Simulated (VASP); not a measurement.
Set up this calculation in VASP 6.6.1, as the native input.

```yaml
Task: single point
Functional: LDA
Potentials_or_basis: VASP PAW LDA potentials, release 64 (Li_sv, Mg)
Cutoff: 520 eV
k_mesh: 10 × 10 × 10
Occupations: methfessel-paxton, width 0.15 eV
Spin: no spin polarisation
Dipole_correction: no
Further_INCAR_settings: ALGO = Normal; EDIFF = 1e-06; NBANDS = 10
```

The structure of LiMg lies in POSCAR:

```
LiMg
1.0
    1.5457510100      0.8924397600      5.0810521000
   -1.5457510100      0.8924397600      5.0810521000
    0.0000000000     -1.7848795200      5.0810521000
Li Mg
1 1
Direct
    0.0000000000      0.0000000000      0.0000000000
    0.5000000000      0.5000000000      0.5000000000
```

These files were run (other wordings do the same):

INCAR

```
SYSTEM = LiMg
PREC = Accurate
ENCUT = 520
EDIFF = 1E-6
ISMEAR = 1
SIGMA = 0.15
LREAL = .FALSE.
LASPH = .TRUE.
NELM = 100
ALGO = Normal
ISIF = 2
LWAVE = .FALSE.
LCHARG = .FALSE.
GGA = CA
NBANDS = 10
```

KPOINTS

```
regular mesh
0
G
  10 10 10
  0 0 0
```

Potentials or basis: VASP PAW LDA potentials, release 64 (Li_sv, Mg).

Command:

```sh
$ cat potpaw_LDA.64/Li_sv/POTCAR potpaw_LDA.64/Mg/POTCAR > POTCAR
$ mpirun -np 1 vasp_std > vasp.out
```

It took 35 s on 1 thread of Intel(R) Xeon(R) 6975P-C (Granite Rapids) (shared host), peak memory 0.22 GiB.
